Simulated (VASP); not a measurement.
Si5F: relaxation of cell and atoms with PBE

The system is Si5F.

```
CELL_PARAMETERS angstrom
4.34927 0.00000 0.00000
-2.17463 3.76658 0.00000
0.00000 0.00000 5.13666
ATOMIC_POSITIONS crystal
Si 0.33333 0.66667 0.73970
Si 0.33333 0.66667 0.26030
Si 0.66667 0.33333 0.26030
Si 0.66667 0.33333 0.73970
Si 0.00000 0.00000 0.00000
F 0.00000 0.00000 0.50000
```

The cell was generated, and may not be a known phase.

```json
{
  "Program": "VASP 6.6.1",
  "Task": "relaxation of cell and atoms",
  "Functional": "PBE",
  "Potentials or basis": "VASP PAW PBE potentials, release 64 (Si, F)",
  "Cutoff": "600 eV",
  "k mesh": "12 × 12 × 8",
  "Occupations": "gaussian, width 0.1 eV",
  "Spin": "no spin polarisation",
  "Dipole correction": "no",
  "Further INCAR settings": "ALGO = Normal; EDIFF = 1e-07; IBRION = 2; EDIFFG = -0.01; NSW = 100; ISIF = 3"
}
```

| Item | Value |
| --- | --- |
| Relaxed volume | 14.06 Å³/atom |
| Relaxed cell | a = 4.349 Å, b = 4.349 Å, c = 5.152 Å, α = 90.00°, β = 90.00°, γ = 120.00° |
| Space group after relaxing (to 0.1 Å) | P6/mmm (No. 191) |
| Energy gained by relaxing | 0.5 meV/atom |
| Ionic steps | 4 |
| Pressure after relaxing | 0.0 GPa |
| Largest force after relaxing | 0.008 eV/Å |
| Band gap on the k mesh | zero (an odd number of electrons rules out a gap without spin polarisation) |

Forces in eV/Å, atoms in the order of the input:
```
Si   0.000  0.000  0.008
Si   0.000  0.000 -0.008
Si   0.000  0.000 -0.008
Si   0.000  0.000  0.008
Si   0.000  0.000  0.000
F    0.000  0.000  0.000
```

Stress tensor (GPa, compression positive):
```
 0.04  0.00  0.00
 0.00  0.04  0.00
 0.00  0.00 -0.11
```

Step by step:
| step | energy change (eV) | largest force (eV/Å) | pressure (GPa) | volume (Å³) |
| --- | --- | --- | --- | --- |
| 1 | 0.0000 | 0.1399 | 0.42 | 84.15 |
| 2 | -0.0028 | 0.0305 | -0.23 | 84.59 |
| 3 | -0.0028 | 0.0303 | -0.24 | 84.59 |
| 4 | -0.0032 | 0.0085 | -0.01 | 84.38 |

Final structure:
```
Si F
1.0
     4.34906    0.00000    0.00000
    -2.17453    3.76640    0.00000
     0.00000    0.00000    5.15157
Si F
5 1
Direct
  0.33333 0.66667 0.74144
  0.33333 0.66667 0.25856
  0.66667 0.33333 0.25856
  0.66667 0.33333 0.74144
  0.00000 0.00000 0.00000
  0.00000 0.00000 0.50000
```

Levels at points of the mesh, in eV from the Fermi level:
```csv
k point,band 10,band 11,band 12,band 13,band 14,band 15,band 16,band 17
"(0.00, 0.00, 0.00)",-3.61,-1.61,-1.53,-1.53,-0.12,-0.12,-0.01,1.99
"(0.50, 0.00, 0.00)",-3.23,-2.67,-2.53,-1.42,1.49,1.52,1.81,4.04
"(0.00, 0.00, 0.50)",-2.57,-2.57,-2.26,-2.26,-2.17,-2.17,-1.76,1.17
"(0.50, 0.00, 0.50)",-3.18,-1.85,-1.41,0.48,0.87,1.91,3.12,3.57
```

It took 8.7 min on 1 thread of Intel Xeon 8259CL (shared host), peak memory 0.32 GiB.

Caveat: an odd number of electrons without spin polarisation forces a metal; a magnetic or distorted state may lie lower.
